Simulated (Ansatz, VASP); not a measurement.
**SbSe5: VASP beside Ansatz**

File INCAR:

```
PREC     = Accurate       # precision mode
ENCUT    = 600            # plane-wave cutoff, eV
EDIFF    = 1E-7           # SCF threshold, eV
ISMEAR   = 0              # smearing method
SIGMA    = 0.1            # smearing width, eV
LREAL    = False          # projectors in reciprocal space
LASPH    = True           # aspherical terms in the spheres
NELM     = 60             # most SCF steps
ALGO     = Normal         # electronic algorithm
ISIF     = 3              # what is computed and relaxed
LWAVE    = False          # write WAVECAR
LCHARG   = False          # write CHGCAR
GGA      = PE             # functional
IBRION   = 2              # ionic algorithm
NSW      = 100            # ionic steps
EDIFFG   = -0.01          # ionic threshold
```

Contents of KPOINTS:

```
regular mesh
0
Gamma
  6 6 6
```

The input POSCAR:

```
SbSe5
1.0
    3.7006915544      2.1365952651      3.6769687147
   -3.7006915544      2.1365952651      3.6769687147
    0.0000000000     -4.2731905303      3.6769687147
Sb Se
1 5
Direct
    0.5000000000      0.5000000000      0.5000000000
    0.5000000000      0.5000000000      0.0000000000
    0.0000000000      0.5000000000      0.5000000000
    0.5000000000      0.0000000000      0.5000000000
    0.1949701059      0.1949701059      0.1949701059
    0.8050298941      0.8050298941      0.8050298941
```

Input for Ansatz:

```yaml
crystal:
  lattice:
    - [3.7006915544, 2.1365952651, 3.6769687147]
    - [-3.7006915544, 2.1365952651, 3.6769687147]
    - [0.0, -4.2731905303, 3.6769687147]
  atoms:
    - { symbol: Sb, position: [0.5, 0.5, 0.5] }
    - { symbol: Se, position: [0.5, 0.5, 0.0] }
    - { symbol: Se, position: [0.0, 0.5, 0.5] }
    - { symbol: Se, position: [0.5, 0.0, 0.5] }
    - { symbol: Se, position: [0.1949701059, 0.1949701059, 0.1949701059] }
    - { symbol: Se, position: [0.8050298941, 0.8050298941, 0.8050298941] }
basis:
  ecutwfc: 420
kpoints:
  mp_grid: { grid: [6, 6, 6] }
hamiltonian:
  xc: pbe
scf:
  occupations: { method: gaussian, width: 0.1 }
output:
  forces: true
  stress: true
  eigenvalues: true
relax:
  adjacent_minimum: "off"
  f_tol: 0.01
  max_steps: 80
  cell: { stress_tol: 0.05 }
```

Alike in both runs: task relaxation of cell and atoms; functional PBE; k mesh 6 × 6 × 6; occupations gaussian, width 0.1 eV; no spin polarisation.

```csv
,VASP,Ansatz
version,VASP 6.6.1,Ansatz 0.2.0
potentials or method,"VASP PAW PBE potentials, release 64 (Sb, Se), cutoff 600 eV","scalar-relativistic, plane waves, PAW"
valence electrons in the cell,35,95
```

Ansatz gave:

```
gap on the k mesh at the Fermi level, each at its own relaxed structure (eV) : none
relaxed volume (Å³/atom)                                                     : 29.39
relaxed length of the cell vector where the two differ most in proportion (Å)              : 5.645
```

Problem. What did VASP give for the same quantities?

Solution. gap on the k mesh at the Fermi level, each at its own relaxed structure (eV): none; relaxed volume (Å³/atom): 29.36; relaxed length of the cell vector where the two differ most in proportion (Å): 5.643.

A gap of «none» marks a metal or a gap that the smearing closes. VASP's potentials hold 35 valence electrons a cell and Ansatz's 95, so a difference there can come from the potentials and not from the codes.

Spin-orbit coupling is off throughout.
